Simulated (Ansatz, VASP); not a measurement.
## One calculation of Sn2Te, two programs

```
CELL_PARAMETERS angstrom
5.29911 0.00000 0.00000
-2.64956 4.58917 0.00000
0.00000 0.00000 9.05530
ATOMIC_POSITIONS crystal
Sn 0.66667 0.33333 0.51382
Sn 0.33333 0.66667 0.48618
Sn 0.00000 0.00000 0.16825
Sn 0.00000 0.00000 0.83175
Te 0.66667 0.33333 0.83416
Te 0.33333 0.66667 0.16584
```

Alike in both runs: functional PBE; k mesh 6 × 6 × 4; occupations gaussian, width 0.1 eV; no spin polarisation.

Ansatz relaxed the structure, and its values are those at the end. VASP's run is a single point on that final structure, the one shown.

```csv
,VASP,Ansatz
version,VASP 6.6.1,Ansatz 0.2.0
potentials or method,"VASP PAW PBE potentials, release 64 (Sn_d, Te), cutoff 520 eV","scalar-relativistic, plane waves, PAW"
valence electrons in the cell,68,88
```

VASP gave:

| Property | Result |
| --- | --- |
| gap on the k mesh at the Fermi level (eV) | none |
| pressure (GPa) | 0.0 |
| rms of the force components (eV/Å) | 0.002 |

Problem. What did Ansatz give for the same quantities?

Solution. gap on the k mesh at the Fermi level (eV): none; pressure (GPa): 0.0; rms of the force components (eV/Å): 0.003.

A gap of «none» marks a metal or a gap that the smearing closes. VASP's potentials hold 68 valence electrons a cell and Ansatz's 88, so a difference there can come from the potentials and not from the codes.

Spin-orbit coupling is off throughout.
